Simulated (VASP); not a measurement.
## Si2Sn3: single point with PBE

Si2Sn3:

```xyz
10
Lattice="3.6324 0.0000 0.0000 -1.8162 3.1458 0.0000 0.0000 0.0000 21.0016" Properties=species:S:1:pos:R:3 pbc="T T T"
Si    0.0000    2.0972   19.6154
Si    0.0000    2.0972    1.3862
Si    0.0000    2.0972   10.5008
Si    1.8162    1.0486    0.0000
Sn    0.0000    2.0972   14.9297
Sn    0.0000    2.0972    6.0720
Sn    1.8162    1.0486   17.4774
Sn    1.8162    1.0486    3.5243
Sn    1.8162    1.0486    8.6991
Sn    1.8162    1.0486   12.3026
```

```yaml
Program: VASP 6.6.1
Task: single point
Functional: PBE
Potentials_or_basis: VASP PAW PBE potentials, release 64 (Si, Sn_d)
Cutoff: 520 eV
k_mesh: 12 × 12 × 2
Occupations: gaussian, width 0.1 eV
Spin: no spin polarisation
```

```yaml
Pressure: -0.1 GPa
Largest_force: 0.010 eV/Å
Band_gap_on_the_k_mesh: zero (bands 50 and 51 overlap by 4.34 eV)
```

Forces on the atoms (eV/Å):
```
Si   0.000  0.000  0.010
Si   0.000  0.000 -0.010
Si   0.000  0.000  0.000
Si   0.000  0.000  0.000
Sn   0.000  0.000 -0.001
Sn   0.000  0.000  0.001
Sn   0.000  0.000  0.001
Sn   0.000  0.000 -0.001
Sn   0.000  0.000  0.001
Sn   0.000  0.000 -0.001
```

Levels at points of the mesh, in eV from the Fermi level:
| k point | band 48 | band 49 | band 50 | band 51 | band 52 | band 53 |
| --- | --- | --- | --- | --- | --- | --- |
| (0.00, 0.00, 0.00) | 1.94 | 2.38 | 2.38 | 3.06 | 3.06 | 3.50 |
| (0.50, 0.00, 0.00) | -1.34 | -0.67 | -0.44 | -0.01 | 0.26 | 0.34 |
| (0.00, 0.00, 0.50) | 2.38 | 2.38 | 2.45 | 2.89 | 3.06 | 3.06 |
| (0.50, 0.00, 0.50) | -1.29 | -1.12 | -0.67 | 0.27 | 0.39 | 0.44 |

Run time: 7.5 min on 1 thread of Intel(R) Xeon(R) 6975P-C (Granite Rapids), with other jobs on the host, peak memory 0.59 GiB.

Caveat: spin-orbit coupling is left out, which moves the levels of the heavy elements.
